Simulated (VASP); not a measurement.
# Cu in VASP: notebook

Runs on Cu. Level: PBE. Tasks: single point.

Program: VASP 6.6.1. These are calculated values, not measurements. Logs are shortened: lines on timing, memory, paths and dates and some standing lists are left out, and cuts for length are marked.

### Step 1. The cell of the first run

It takes space group Fm-3m (No. 225, cubic). Conventional cell: a = 3.326 Å, b = 3.326 Å, c = 3.326 Å, α = 90.00°, β = 90.00°, γ = 90.00°. Within 3.1 Å of Cu (site symmetry m-3m) lie 12 Cu at 2.35 Å.

### Step 2. Single point, PBE (strain -0.080 along x and y, -0.080 along z)

File INCAR:

```
PREC = Accurate
ENCUT = 520
EDIFF = 1E-6
ISMEAR = 0
SIGMA = 0.15
LREAL = F
LASPH = T
NELM = 80
ALGO = Normal
ISIF = 2
LWAVE = F
LCHARG = T
GGA = PE
LELF = T
LVHAR = T
NBANDS = 12
```

File KPOINTS:

```
regular mesh
0
Gamma
  22 22 22
```

File POSCAR:

```
Cu
1.0
    0.0000000000      1.6629000000      1.6629000000
    1.6629000000      0.0000000000      1.6629000000
    1.6629000000      1.6629000000      0.0000000000
Cu
1
Direct
    0.0000000000      0.0000000000      0.0000000000
```

Potentials or basis: VASP PAW PBE potentials, release 64 (Cu).

Launch:

```
> cat potpaw_PBE.64/Cu/POTCAR > POTCAR
> mpirun -np 1 vasp_std > vasp.out
```

OUTCAR:

```text
PREC = Accurate
   ENCUT = 520
   EDIFF = 1E-6
   ISMEAR = 0
   LREAL = F
   LASPH = T
   NELM = 80
   ISIF = 2
   GGA = PE

 ion  position               nearest neighbor table
   1  0.000  0.000  0.000-

  LATTYP: Found a face centered cubic cell.
 ALAT       =     3.3258000000

  Lattice vectors:

 A1 = (   0.0000000000,   1.6629000000,   1.6629000000)
 A2 = (   1.6629000000,   0.0000000000,   1.6629000000)
 A3 = (   1.6629000000,   1.6629000000,   0.0000000000)

Analysis of symmetry for initial positions (statically):
=====================================================================
 Subroutine PRICEL returns:
 Original cell was already a primitive cell.

 Routine SETGRP: Setting up the symmetry group for a
 face centered cubic supercell.

 Subroutine GETGRP returns: Found 48 space group operations
 (whereof 48 operations were pure point group operations)
 out of a pool of 48 trial point group operations.

The static configuration has the point symmetry O_h .

Analysis of symmetry for dynamics (positions and initial velocities):
=====================================================================
 Subroutine PRICEL returns:
 Original cell was already a primitive cell.

 Routine SETGRP: Setting up the symmetry group for a
 face centered cubic supercell.

 Subroutine GETGRP returns: Found 48 space group operations
 (whereof 48 operations were pure point group operations)
 out of a pool of 48 trial point group operations.

The dynamic configuration has the point symmetry O_h .

 Subroutine INISYM returns: Found 48 space group operations
 (whereof 48 operations are pure point group operations),
 and found     1 'primitive' translations

----------------------------------------------------------------------------------------

                                     Primitive cell

  volume of cell :       9.1966

  direct lattice vectors                    reciprocal lattice vectors
     0.000000000  1.662900000  1.662900000    -0.300679536  0.300679536  0.300679536
     1.662900000  0.000000000  1.662900000     0.300679536 -0.300679536  0.300679536
     1.662900000  1.662900000  0.000000000     0.300679536  0.300679536 -0.300679536

  length of vectors
     2.351695733  2.351695733  2.351695733     0.520792233  0.520792233  0.520792233

  position of ions in fractional coordinates (direct lattice)
     0.000000000  0.000000000  0.000000000

  ion indices of the primitive-cell ions
   primitive index   ion index
                 1           1

----------------------------------------------------------------------------------------

 KPOINTS: regular mesh

Automatic generation of k-mesh.
 Grid dimensions read from file:
 generate k-points for:   22   22   22

 Generating k-lattice:

  Cartesian coordinates                     Fractional coordinates (reciprocal lattice)
    -0.013667252  0.013667252  0.013667252     0.045454545  0.000000000  0.000000000
     0.013667252 -0.013667252  0.013667252     0.000000000  0.045454545  0.000000000
     0.013667252  0.013667252 -0.013667252     0.000000000  0.000000000  0.045454545

  Length of vectors
     0.023672374  0.023672374  0.023672374

  Shift w.r.t. Gamma in fractional coordinates (k-lattice)
     0.000000000  0.000000000  0.000000000

 Subroutine IBZKPT returns following result:
 ===========================================

 Found    328 irreducible k-points:

 Following reciprocal coordinates:
            Coordinates               Weight
  0.000000  0.000000  0.000000      1.000000
  0.045455  0.000000  0.000000      8.000000
  0.090909  0.000000  0.000000      8.000000
  0.136364  0.000000  0.000000      8.000000
  0.181818  0.000000  0.000000      8.000000
  0.227273  0.000000  0.000000      8.000000
[... 16 lines left out ...]
  0.500000  0.045455  0.000000     24.000000
 -0.454545  0.045455  0.000000     24.000000
 [... further k-points ...]
   k-points           NKPTS =    328   k-points in BZ     NKDIM =    328   number of bands    NBANDS=     12
   number of dos      NEDOS =    301   number of ions     NIONS =      1
   total plane-waves  NPLWV =   5832
   dimension x,y,z NGX =    18 NGY =   18 NGZ =   18
   dimension x,y,z NGXF=    36 NGYF=   36 NGZF=   36
   ions per type =               1
   NGX,Y,Z   is equivalent  to a cutoff of  12.72, 12.72, 12.72 a.u.
   NGXF,Y,Z  is equivalent  to a cutoff of  25.45, 25.45, 25.45 a.u.
 SYSTEM =  unknown system
   PREC   = accura    normal or accurate (medium, high low for compatibility)
   ISTART =      0    job   : 0-new  1-cont  2-samecut
   ICHARG =      2    charge: 1-file 2-atom 10-const
   ISPIN  =      1    spin polarized calculation?
   LNONCOLLINEAR =      F non collinear calculations
   LSORBIT =      F    spin-orbit coupling
   LASPH  =      T    aspherical Exc in radial PAW
   ENCUT  =  520.0 eV  38.22 Ry    6.18 a.u.   4.37  4.37  4.37*2*pi/ulx,y,z
   NELM   =     80;   NELMIN=  2; NELMDL= -5     # of ELM steps
   EDIFF  = 0.1E-05   stopping-criterion for ELM
   LREAL  =      F    real-space projection
   EDIFFG = 0.1E-04   stopping-criterion for IOM
   NSW    =      0    number of steps for IOM
   IBRION =     -1    ionic relax: 0-MD 1-quasi-New 2-CG
   NFREE  =      0    steps in history (QN), initial steepest desc. (CG)
   ISIF   =      2    stress and relaxation
   ISYM   =      2    0-nonsym 1-usesym 2-fastsym
   POTIM  = 0.5000    time-step for ionic-motion
   TEBEG  =    0.0;   TEEND  =   0.0 temperature during run
   PSTRESS=    0.0 pullay stress
   NELECT =      11.0000    total number of electrons
   NUPDOWN=      -1.0000    fix difference up-down
   EMIN   =  10.00;   EMAX   =-10.00  energy-range for DOS
   EFERMI =   0.00;   METHOD = LEGACY
   ISMEAR =     0;   SIGMA  =   0.15  broadening in eV -4-tet -1-fermi 0-gaus
   EFERMI_NEDOS =   21; number of points for ismear=-14 and -15
   IALGO  =     38    algorithm
   IMIX   =      4    mixing-type and parameters
     AMIX     =   0.40;   BMIX     =  1.00
     AMIX_MAG =   1.60;   BMIX_MAG =  1.00
  volume/ion in A,a.u.               =       9.20        62.06
  Fermi-wavevector in a.u.,A,eV,Ry     =   1.737786  3.283939 41.088230  3.019900
  Thomas-Fermi vector in A             =   2.810943
   LORBIT       =      0    0 simple, 1 ext, 2 COOP (PROOUT), +10 PAW based schemes
   GGA     = PE    functional components
   LHFCALC =     F    Hartree Fock is set to
   AEXX    =    0.0000 exact exchange contribution
   IVDW    =     0    specifies the selected vdW correction
   LEPSILON=     F    determine dielectric tensor
   LRPA    =     F    only Hartree local field effects (RPA)
 non-spin polarized calculation
 Gauss-broadening in eV      SIGMA  =   0.15
  energy-cutoff  :      520.00
  volume of cell :        9.20
 maximum number of plane-waves:       264
 NGX is ok and might be reduce to    18
   NGX =  9   NGY =  9   NGZ =  9

 number of electron      10.9999989 magnetization

 Free energy of the ion-electron system (eV)
  ---------------------------------------------------
  ext. energy  EPLUGINS =         0.00000000
  ---------------------------------------------------
  free energy    TOTEN  =        -3.24578121 eV

  energy without entropy =       -3.24269391  energy(sigma->0) =       -3.24423756

 E-fermi :  11.2280     XC(G=0): -14.2469

 val. band max:       11.1997518734   @ k =   0.5000   0.2273   0.0909
 cond. band min:      11.2585630319   @ k =   0.5000   0.1818   0.0455
 fundamental gap:      0.0588111585
 Fermi energy:        11.2279759034

 k-point     1 :       0.0000    0.0000    0.0000
  band No.  band energies     occupation
      1      -0.2964      2.00000
      2       7.2081      2.00000
      3       7.2081      2.00000
      4       7.2081      2.00000
      5       8.4200      2.00000
      6       8.4200      2.00000
      7      35.6664      0.00000
      8      40.3584      0.00000
      9      40.3584      0.00000
     10      40.3584      0.00000
     11      43.3990      0.00000
     12      43.3990      0.00000

 k-point     2 :       0.0455    0.0000    0.0000
  band No.  band energies     occupation
      1      -0.2058      2.00000
      2       7.1831      2.00000
      3       7.2290      2.00000
      4       7.2290      2.00000
      5       8.4107      2.00000
      6       8.4107      2.00000
      7      35.4353      0.00000
      8      39.0174      0.00000
      9      40.1293      0.00000
     10      40.1293      0.00000
     11      43.7260      0.00000
     12      43.7260      0.00000

 k-point     3 :       0.0909    0.0000    0.0000
  band No.  band energies     occupation
      1       0.0633      2.00000
      2       7.1129      2.00000
      3       7.2863      2.00000
      4       7.2863      2.00000
      5       8.3884      2.00000
      6       8.3884      2.00000
      7      34.3276      0.00000
      8      37.5018      0.00000
      9      39.6369      0.00000
     10      39.6369      0.00000
     11      44.4685      0.00000
     12      44.4685      0.00000

 k-point     4 :       0.1364    0.0000    0.0000
  band No.  band energies     occupation
      1       0.5025      2.00000
      2       7.0116      2.00000
      3       7.3621      2.00000
      4       7.3621      2.00000
      5       8.3704      2.00000
      6       8.3704      2.00000
      7      32.1589      0.00000
      8      36.8726      0.00000
      9      39.1065      0.00000
     10      39.1065      0.00000
     11      44.7862      0.00000
     12      45.2000      0.00000

 k-point     5 :       0.1818    0.0000    0.0000
  band No.  band energies     occupation
      1       1.0951      2.00000
      2       6.9030      2.00000
      3       7.4250      2.00000
      4       7.4250      2.00000
      5       8.3866      2.00000
      6       8.3866      2.00000
      7      29.6472      0.00000
      8      36.4983      0.00000
      9      38.6266      0.00000
     10      38.6266      0.00000
     11      44.8678      0.00000
     12      45.3096      0.00000
[... 228 lines left out ...]
      1       4.2116      2.00000
      2       7.1780      2.00000
      3       7.2650      2.00000
      4       7.7561      2.00000
      5       9.1426      2.00000
      6       9.2512      2.00000
      7      18.9355      0.00000
      8      34.0680      0.00000
      9      35.9710      0.00000
     10      37.7862      0.00000
     11      40.8907      0.00000
     12      42.3229      0.00000

 k-point    22 :       0.4545    0.0455    0.0000
  band No.  band energies     occupation
      1       4.4072      2.00000
      2       7.1275      2.00000
      3       7.2128      2.00000
      4       8.3245      2.00000
      5       9.2306      2.00000
      6       9.6499      2.00000
      7      17.3327      0.00000
      8      33.8054      0.00000
      9      36.1581      0.00000
     10      37.1184      0.00000
     11      40.9170      0.00000
     12      41.6076      0.00000

 k-point    23 :       0.5000    0.0455    0.0000
  band No.  band energies     occupation
      1       4.4755      2.00000
      2       7.1060      2.00000
      3       7.1849      2.00000
      4       8.6121      2.00000
      5       9.2543      2.00000
      6      10.0128      2.00000
      7      16.4356      0.00000
      8      33.6470      0.00000
      9      36.5185      0.00000
     10      36.6247      0.00000
     11      41.0460      0.00000
     12      41.0947      0.00000

 k-point    24 :      -0.4545    0.0455    0.0000
  band No.  band energies     occupation
      1       4.4631      2.00000
      2       7.1159      2.00000
      3       7.1854      2.00000
      4       8.5748      2.00000
      5       9.2086      2.00000
      6       9.9454      2.00000
      7      16.6288      0.00000
      8      33.5951      0.00000
      9      36.3367      0.00000
     10      37.0552      0.00000
     11      40.6426      0.00000
     12      41.4116      0.00000

 [... further k-points ...]

------------------------ aborting loop because EDIFF is reached ----------------------------------------

  FORCE on cell =-STRESS in cart. coord.  units (eV):
  Direction    XX          YY          ZZ          XY          YZ          ZX
  --------------------------------------------------------------------------------------
  -------------------------------------------------------------------------------------
  Total        4.1233954      4.1233954      4.1233954     -0.0000000     -0.0000000      0.0000000
  in kB      718.3517818    718.3517818    718.3517818     -0.0000000     -0.0000000      0.0000000
  external PRESSURE =     718.3517818 kB  Pullay stress =       0.0000000 kB

 VOLUME and BASIS-vectors are now :
 -----------------------------------------------------------------------------
  energy-cutoff  :      520.00
  volume of cell :        9.20
      direct lattice vectors                 reciprocal lattice vectors
     0.000000000  1.662900000  1.662900000    -0.300679536  0.300679536  0.300679536
     1.662900000  0.000000000  1.662900000     0.300679536 -0.300679536  0.300679536
     1.662900000  1.662900000  0.000000000     0.300679536  0.300679536 -0.300679536

 POSITION                                       TOTAL-FORCE (eV/Angst)
 -----------------------------------------------------------------------------------
      0.00000      0.00000      0.00000         0.000000      0.000000      0.000000
 -----------------------------------------------------------------------------------
    total drift:                                0.000000     -0.000000     -0.000000

  FREE ENERGIE OF THE ION-ELECTRON SYSTEM (eV)
  ---------------------------------------------------
  free  energy   TOTEN  =        -3.2457812106 eV

  energy  without entropy=       -3.2426939068  energy(sigma->0) =       -3.24423756
```

Run time: 13 s. Hardware: 1 thread of Intel Xeon 6975P-C (Granite Rapids), shared host; peak memory 0.14 GiB.

What came out:

| Property | Result |
| --- | --- |
| Free energy | -3.2458 eV |
| Pressure | 71.8 GPa |

Levels at points of the mesh, in eV from the Fermi level:
```csv
k point,band 3,band 4,band 5,band 6,band 7,band 8,band 9,band 10
"(0.00, 0.00, 0.00)",-4.02,-4.02,-2.81,-2.81,24.44,29.13,29.13,29.13
"(0.50, 0.00, 0.00)",-4.08,-1.98,-1.98,-1.88,5.13,22.82,26.16,26.16
"(0.50, 0.50, 0.00)",-2.00,-1.76,-1.76,1.23,8.95,15.08,15.08,20.31
```

Caveat: the cell differs from its parent crystal (strain -0.080 along x and y, -0.080 along z).

### Step 3. Single point, PBE (strain +0.080 along x and y, +0.080 along z)

File INCAR:

```
ALGO = Normal
EDIFF = 1E-6
ENCUT = 520
GGA = PE
ISIF = 2
ISMEAR = 0
LASPH = T
LCHARG = F
LREAL = F
LWAVE = F
NBANDS = 12
NELM = 100
PREC = Accurate
SIGMA = 0.15
```

File KPOINTS:

```
k-points
0
Gamma
  22 22 22
```

File POSCAR:

```
Cu
1.0
    0.0000000000      1.9521000000      1.9521000000
    1.9521000000      0.0000000000      1.9521000000
    1.9521000000      1.9521000000      0.0000000000
Cu
1
Direct
    0.0000000000      0.0000000000      0.0000000000
```

Potentials or basis: VASP PAW PBE potentials, release 64 (Cu).

Launch:

```
> cat potpaw_PBE.64/Cu/POTCAR > POTCAR
> mpirun -np 1 vasp_std > vasp.out
```

Run time: 18 s. Hardware: 1 thread of Intel Xeon 6975P-C (Granite Rapids), shared host; peak memory 0.17 GiB.

Results (log left out):

| Property | Result |
| --- | --- |
| Free energy | -3.5395 eV |
| Pressure | -16.9 GPa |

Levels at points of the mesh, in eV from the Fermi level:
```csv
k point,band 4,band 5,band 6,band 7,band 8,band 9
"(0.00, 0.00, 0.00)",-2.42,-1.85,-1.85,20.72,21.68,21.68
"(0.50, 0.00, 0.00)",-1.45,-1.45,-0.39,2.72,18.71,18.71
"(0.50, 0.50, 0.00)",-1.35,-1.35,1.66,5.62,11.40,11.40
```

Caveat: the cell differs from its parent crystal (strain +0.080 along x and y, +0.080 along z).

(Part 1 of 2 ends here.)
